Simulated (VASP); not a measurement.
Set up this calculation in VASP 6.6.1, as the native input.

| Property | Result |
| --- | --- |
| Task | single point |
| Functional | PBE |
| Potentials or basis | VASP PAW PBE potentials, release 64 (Pb_d, O) |
| Cutoff | 520 eV |
| k mesh | 10 × 10 × 8 |
| Occupations | gaussian, width 0.1 eV |
| Spin | no spin polarisation |
| Dipole correction | no |
| Further INCAR settings | ALGO = Normal; EDIFF = 1e-06; NBANDS = 35 |

The structure of PbO2 lies in POSCAR:

```
PbO2
1.0
    3.7798494772      0.0000000000      0.0000000000
    0.0000000000      3.7798494772      0.0000000000
    0.0000000000      0.0000000000      5.7525357306
Pb O
2 4
Direct
    0.0000000000      0.0000000000      0.0000000000
    0.5000000000      0.5000000000      0.5000000000
    0.0000000000      0.5000000000      0.1857713317
    0.0000000000      0.5000000000      0.6857713317
    0.5000000000      0.0000000000      0.3142286683
    0.5000000000      0.0000000000      0.8142286683
```

One way to write it, as run:

INCAR

```
PREC = Accurate
ENCUT = 520
EDIFF = 1E-6
ISMEAR = 0
SIGMA = 0.1
LREAL = False
LASPH = True
NELM = 100
ALGO = Normal
ISIF = 2
LWAVE = False
LCHARG = False
GGA = PE
NBANDS = 35
```

KPOINTS

```
Automatic mesh
0
Gamma
  10 10 8
```

Potentials or basis: VASP PAW PBE potentials, release 64 (Pb_d, O).

Command:

```bash
$ cat potpaw_PBE.64/Pb_d/POTCAR potpaw_PBE.64/O/POTCAR > POTCAR
$ mpirun -np 1 vasp_std > vasp.out
```

It gave:

```
Pressure               : 0.2 GPa
Largest force          : 0.019 eV/Å
Band gap on the k mesh : zero (bands 26 and 27 overlap by 0.12 eV)
```

Caveat: semilocal functionals underestimate gaps, and a narrow one can read as zero; spin-orbit coupling is left out, which moves the levels of the heavy elements.

Wall time 2.2 min on 1 thread of Intel(R) Xeon(R) 6975P-C (Granite Rapids) (shared host), peak memory 0.34 GiB.
